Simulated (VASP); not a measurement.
# C in VASP: further runs

The runs below take C through single point, with PBE+D3(BJ).

All numbers are computed with VASP 6.6.1; they aren't measurements. Logs are shortened: lines on timing, memory, paths and dates and some standing lists are left out, and cuts for length are marked.

## (1) The cell of the first run

The cell holds a slab with vacuum, 4 atoms: a = 2.466 Å, b = 2.466 Å, c = 17.500 Å, α = 90.00°, β = 90.00°, γ = 120.00°.

## (2) Single point, PBE+D3(BJ)

Contents of INCAR:

```
SYSTEM = C
PREC = Accurate ; ENCUT = 520
EDIFF = 1E-6 ; ISMEAR = 0
SIGMA = 0.1 ; LREAL = .FALSE.
LASPH = .TRUE. ; NELM = 100
ALGO = Normal ; ISIF = 2
LWAVE = .FALSE. ; LCHARG = .FALSE.
LDIPOL = .TRUE. ; IDIPOL = 3
DIPOL = 0.5 0.5 0.359 ; GGA = PE
IVDW = 12 ; NBANDS = 16
```

Contents of KPOINTS:

```
Automatic mesh
0
G
  15 15 1
  0 0 0
```

Contents of POSCAR:

```
C
1.0
    2.4656524409      0.0000000000      0.0000000000
   -1.2328262205      2.1353176508      0.0000000000
    0.0000000000      0.0000000000     17.5000663883
C
4
Direct
    0.6666666667      0.3333333333      0.2571437784
    0.3333333333      0.6666666667      0.2571418816
    0.6666666667      0.3333333333      0.4605734749
    1.0000000000      0.0000000000      0.4605715781
```

Potentials or basis: VASP PAW PBE potentials, release 64 (C).

On the command line:

```console
$ cat potpaw_PBE.64/C/POTCAR > POTCAR
$ mpirun -np 1 vasp_std > vasp.out
```

OUTCAR:

```text
SYSTEM = C
   PREC = Accurate
   ENCUT = 520
   EDIFF = 1E-6
   ISMEAR = 0
   LREAL = .FALSE.
   LASPH = .TRUE.
   NELM = 100
   ISIF = 2
   GGA = PE
   IVDW = 12
 IVDW          = 12

 ion  position               nearest neighbor table
   1  0.667  0.333  0.257-   2 1.42   2 1.42   2 1.42
   2  0.333  0.667  0.257-   1 1.42   1 1.42   1 1.42
   3  0.667  0.333  0.461-   4 1.42   4 1.42   4 1.42
   4  0.000  0.000  0.461-   3 1.42   3 1.42   3 1.42

  LATTYP: Found a hexagonal cell.
 ALAT       =     2.4656524409
 C/A-ratio  =     7.0975398227

  Lattice vectors:

 A1 = (   2.4656524409,   0.0000000000,   0.0000000000)
 A2 = (  -1.2328262205,   2.1353176508,   0.0000000000)
 A3 = (   0.0000000000,   0.0000000000,  17.5000663883)

Analysis of symmetry for initial positions (statically):
=====================================================================
 Subroutine PRICEL returns:
 Original cell was already a primitive cell.

 Routine SETGRP: Setting up the symmetry group for a
 hexagonal supercell.

 Subroutine GETGRP returns: Found 12 space group operations
 (whereof  6 operations were pure point group operations)
 out of a pool of 24 trial point group operations.

The static configuration has the point symmetry C_3v.
 The point group associated with its full space group is D_3d.

Analysis of symmetry for dynamics (positions and initial velocities):
=====================================================================
 Subroutine PRICEL returns:
 Original cell was already a primitive cell.

 Routine SETGRP: Setting up the symmetry group for a
 hexagonal supercell.

 Subroutine GETGRP returns: Found 12 space group operations
 (whereof  6 operations were pure point group operations)
 out of a pool of 24 trial point group operations.

The dynamic configuration has the point symmetry C_3v.
 The point group associated with its full space group is D_3d.

 Subroutine INISYM returns: Found 12 space group operations
 (whereof  6 operations are pure point group operations),
 and found     1 'primitive' translations

----------------------------------------------------------------------------------------

                                     Primitive cell

  volume of cell :      92.1370

  direct lattice vectors                    reciprocal lattice vectors
     2.465652441  0.000000000  0.000000000     0.405572166  0.234157199  0.000000000
[... 98 lines left out ...]
   POTIM  = 0.5000    time-step for ionic-motion
   TEBEG  =    0.0;   TEEND  =   0.0 temperature during run
   PSTRESS=    0.0 pullay stress
   NELECT =      16.0000    total number of electrons
   NUPDOWN=      -1.0000    fix difference up-down
   EMIN   =  10.00;   EMAX   =-10.00  energy-range for DOS
   EFERMI =   0.00;   METHOD = LEGACY
   ISMEAR =     0;   SIGMA  =   0.10  broadening in eV -4-tet -1-fermi 0-gaus
   EFERMI_NEDOS =   21; number of points for ismear=-14 and -15
   IALGO  =     38    algorithm
   IMIX   =      4    mixing-type and parameters
     AMIX     =   0.40;   BMIX     =  1.00
     AMIX_MAG =   1.60;   BMIX_MAG =  1.00
  volume/ion in A,a.u.               =      23.03       155.44
  Fermi-wavevector in a.u.,A,eV,Ry     =   0.913349  1.725980 11.350070  0.834207
  Thomas-Fermi vector in A             =   2.037850
   LORBIT       =      0    0 simple, 1 ext, 2 COOP (PROOUT), +10 PAW based schemes
   GGA     = PE    functional components
   LHFCALC =     F    Hartree Fock is set to
   AEXX    =    0.0000 exact exchange contribution
   IVDW    =    12    specifies the selected vdW correction
   LEPSILON=     F    determine dielectric tensor
   LRPA    =     F    only Hartree local field effects (RPA)
 non-spin polarized calculation
 Gauss-broadening in eV      SIGMA  =   0.10
  energy-cutoff  :      520.00
  volume of cell :       92.14
 maximum number of plane-waves:      2516
   NGX =  9   NGY =  9   NGZ = 65

 dipolmoment           0.000000      0.000000      0.000034 electrons x Angstroem

 number of electron      15.9999998 magnetization

 dipolmoment           0.000000      0.000000     -0.000258 electrons x Angstroem

 Free energy of the ion-electron system (eV)
  ---------------------------------------------------
  ext. energy  EPLUGINS =         0.00000000
  ---------------------------------------------------
  free energy    TOTEN  =       -36.88873901 eV

  energy without entropy =      -36.88773236  energy(sigma->0) =      -36.88823569

 E-fermi :  -0.8272     XC(G=0):  -4.4697

 val. band max:       -0.8294236767   @ k =   0.3333   0.3333   0.0000
 cond. band min:      -0.8249993504   @ k =   0.3333   0.3333   0.0000
 fundamental gap:      0.0044243262
 Fermi energy:        -0.8271914670

 k-point     1 :       0.0000    0.0000    0.0000
  band No.  band energies     occupation
      1     -20.3902      2.00000
      2     -20.2966      2.00000
      3      -8.7916      2.00000
      4      -8.0763      2.00000
      5      -3.8647      2.00000
      6      -3.8647      2.00000
[... 433 lines left out ...]
      3     -13.5133      2.00000
      4     -13.4921      2.00000
      5      -9.6790      2.00000
      6      -9.6486      2.00000
[... 8 lines left out ...]
     15      11.0485      0.00000
     16      11.1905      0.00000

 [... further k-points ...]

------------------------ aborting loop because EDIFF is reached ----------------------------------------

 vacuum level on the upper side and lower side of the slab       (xc-potential included)        -0.165        -0.161

 Edisp (eV)   -0.46040

 E8    (eV) :    -0.1369

  FORCE on cell =-STRESS in cart. coord.  units (eV):
  Direction    XX          YY          ZZ          XY          YZ          ZX
  --------------------------------------------------------------------------------------
  -------------------------------------------------------------------------------------
  Total       0.13706     0.13706    -0.15318    -0.00000     0.00000     0.00000
  in kB       2.38332     2.38332    -2.66366    -0.00000     0.00000     0.00000
  external pressure =        0.70 kB  Pullay stress =        0.00 kB

 VOLUME and BASIS-vectors are now :
 -----------------------------------------------------------------------------
  energy-cutoff  :      520.00
  volume of cell :       92.14
      direct lattice vectors                 reciprocal lattice vectors
     2.465652441  0.000000000  0.000000000     0.405572166  0.234157199  0.000000000
    -1.232826221  2.135317651  0.000000000     0.000000000  0.468314398  0.000000000
     0.000000000  0.000000000 17.500066388     0.000000000  0.000000000  0.057142640

 POSITION                                       TOTAL-FORCE (eV/Angst)
 -----------------------------------------------------------------------------------
      1.23283      0.71177      4.50003         0.000000      0.000000      0.024261
     -0.00000      1.42355      4.50000         0.000000     -0.000000      0.011632
      1.23283      0.71177      8.06007        -0.000000      0.000000     -0.024261
      0.00000      0.00000      8.06003        -0.000000      0.000000     -0.011632
 -----------------------------------------------------------------------------------
    total drift:                               -0.000000      0.000000     -0.059197

  FREE ENERGIE OF THE ION-ELECTRON SYSTEM (eV)
  ---------------------------------------------------
  free  energy   TOTEN  =       -37.3491433515 eV

  energy  without entropy=      -37.3481367093  energy(sigma->0) =      -37.34864003

 vacuum level on the upper side and lower side of the slab         3.330         3.339
```

OSZICAR:

```text
N       E                     dE             d eps       ncg     rms          rms(c)
DAV:   1     0.810104880241E+02    0.81010E+02   -0.66721E+03   872   0.811E+02
DAV:   2    -0.311364227389E+02   -0.11215E+03   -0.10022E+03  1136   0.191E+02
DAV:   3    -0.392184874437E+02   -0.80821E+01   -0.79570E+01  1176   0.532E+01
[... 11 lines left out ...]
DAV:  15    -0.368886922042E+02   -0.23738E-03   -0.21136E-05   960   0.173E-02    0.727E-03
DAV:  16    -0.368887207431E+02   -0.28539E-04   -0.66198E-07   904   0.468E-03    0.167E-03
DAV:  17    -0.368887365031E+02   -0.15760E-04   -0.12465E-06   928   0.446E-03    0.110E-03
DAV:  18    -0.368887385175E+02   -0.20143E-05   -0.54135E-08   720   0.115E-03    0.498E-04
DAV:  19    -0.368887390063E+02   -0.48888E-06   -0.15527E-08   728   0.623E-04
   1 F= -.37349143E+02 E0= -.37348640E+02  d E =-.100664E-02
```

stdout:

```text
POSCAR found type information on POSCAR C
 POSCAR found :  1 types and       4 ions
 scaLAPACK will be used
 LDA part: xc-table for (Slater+PW92), standard interpolation
 POSCAR, INCAR and KPOINTS ok, starting setup
 FFT: planning ... GRIDC
 FFT: planning ... GRID_SOFT
 FFT: planning ... GRID
 WAVECAR not read
 entering main loop
```

Run time: 31 s. Hardware: 1 thread of Intel Xeon 6975P-C (Granite Rapids), shared host; peak memory 0.21 GiB.

What came out:

```
Free energy                : -37.3491 eV
Largest force              : 0.024 eV/Å
Dispersion energy per atom : -0.115 eV
```

Forces on the atoms (eV/Å):
```
C    0.000  0.000  0.024
C    0.000  0.000  0.012
C    0.000  0.000 -0.024
C    0.000  0.000 -0.012
```

Levels at points of the mesh, in eV from the Fermi level:
| k point | band 6 | band 7 | band 8 | band 9 | band 10 | band 11 |
| --- | --- | --- | --- | --- | --- | --- |
| (0.00, 0.00, 0.00) | -3.04 | -3.03 | -3.03 | 3.36 | 3.84 | 4.73 |

## (3) Single point, PBE+D3(BJ)

Contents of INCAR:

```
ALGO = Normal
DIPOL = 0.5 0.5 0.359
EDIFF = 1E-6
ENCUT = 520
GGA = PE
IDIPOL = 3
ISIF = 2
ISMEAR = 0
IVDW = 12
LASPH = T
LCHARG = F
LDIPOL = T
LREAL = F
LWAVE = F
NBANDS = 16
NELM = 80
PREC = Accurate
SIGMA = 0.1
```

Contents of KPOINTS:

```
k-points
0
Gamma
  15 15 1
```

POSCAR is that of step 2.

Potentials or basis: VASP PAW PBE potentials, release 64 (C).

On the command line:

```console
$ cat potpaw_PBE.64/C/POTCAR > POTCAR
$ mpirun -np 1 vasp_std > vasp.out
```

Run time: 34 s. Hardware: 1 thread of Intel Xeon 6975P-C (Granite Rapids), shared host; peak memory 0.2 GiB.

The run converged. Its results:

* Free energy: -37.3491 eV
* Largest force: 0.024 eV/Å
* Band gap on the k mesh: 0.00 eV, direct
* Dispersion energy per atom: -0.115 eV

Forces on the atoms (eV/Å):
```
C    0.000  0.000  0.024
C    0.000  0.000  0.012
C    0.000  0.000 -0.024
C    0.000  0.000 -0.012
```

Levels at points of the mesh, in eV from the valence-band top:
```
           k point  band 4  band 5  band 6  band 7  band 8  band 9  band 10  band 11  band 12  band 13
(0.00, 0.00, 0.00)   -7.25   -3.04   -3.04   -3.03   -3.03    3.37     3.85     4.73     6.37     6.60
```
